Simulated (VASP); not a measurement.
Set up this calculation in VASP 6.6.1, as the native input.

- Task: single point
- Functional: PBE
- Potentials or basis: VASP PAW PBE potentials, release 64 (Sc_sv, Al)
- Cutoff: 520 eV
- k mesh: 1 × 1 × 1, shifted
- Occupations: fermi-dirac, width 0.0715 eV
- Spin: no spin polarisation
- Dipole correction: no
- Further INCAR settings: LREAL = Auto; ALGO = Normal; EDIFF = 1e-06; NBANDS = 54; ISYM = 0

The structure of ScAl3 lies in POSCAR:

```
ScAl3
1.0
    7.0248240000      0.2007760000     -0.0094590000
    0.2007760000      6.6358760000      0.3234210000
   -0.0094590000      0.3234210000      6.6710660000
Sc Al
4 12
Direct
    0.3675412400      0.2667518226      0.4977151225
    0.7169247541      0.4359852551      0.2514636497
    0.7097825329      0.9696481895      0.6804584524
    0.3799876467      0.7368653738      0.9954775694
    0.1677482895      0.4947100294      0.7895243607
    0.9432546281      0.6718439611      0.4300552265
    0.1366534184      0.4090782765      0.1712985750
    0.9125476516      0.2083902479      0.9238190727
    0.4295869943      0.2217456006      1.0244447109
    0.9552718613      0.2615261082      0.5549067992
    0.9270872790      0.7716822013      0.0241286909
    0.6345621702      0.4695103454      0.6918249374
    0.6365132572      0.9254784677      0.2529305822
    0.1132250425      0.9183500623      0.6974995151
    0.4335973861      0.7266133548      0.4953850524
    0.1660436664      1.0058463660      0.2743781533
```

These files were run (other wordings do the same):

INCAR

```
SYSTEM = ScAl3
PREC     = Accurate       ! precision mode
ENCUT    = 520            ! plane-wave cutoff, eV
EDIFF    = 1E-6           ! SCF threshold, eV
ISMEAR   = -1             ! smearing method
SIGMA    = 0.0715         ! smearing width, eV
LREAL    = Auto         
LASPH    = .True.         ! aspherical terms in the spheres
NELM     = 100            ! most SCF steps
ALGO     = Normal         ! electronic algorithm
ISIF     = 2              ! what is computed and relaxed
LWAVE    = .False.        ! write WAVECAR
LCHARG   = .True.         ! write CHGCAR
GGA      = PE             ! functional
LELF     = .True.         ! ELF
LVHAR    = .True.       
ISYM     = 0            
NBANDS   = 54             ! bands
```

KPOINTS

```
Automatic mesh
0
Gamma
  1 1 1
  0.25 0.25 0.25
```

Potentials or basis: VASP PAW PBE potentials, release 64 (Sc_sv, Al).

The run is started by

```console
$ cat potpaw_PBE.64/Sc_sv/POTCAR potpaw_PBE.64/Al/POTCAR > POTCAR
$ mpirun -np 1 vasp_std > vasp.out
```

Results of the run:

```yaml
Pressure: 0.0 GPa
Largest_force: 1.713 eV/Å
Band_gap_on_the_k_mesh: 0.17 eV
```

Caveat: the k points lie up to 0.95 Å⁻¹ apart.

Wall time 39 s on 1 thread of Intel(R) Xeon(R) Platinum 8559C (Emerald Rapids) (shared host), peak memory 0.33 GiB.
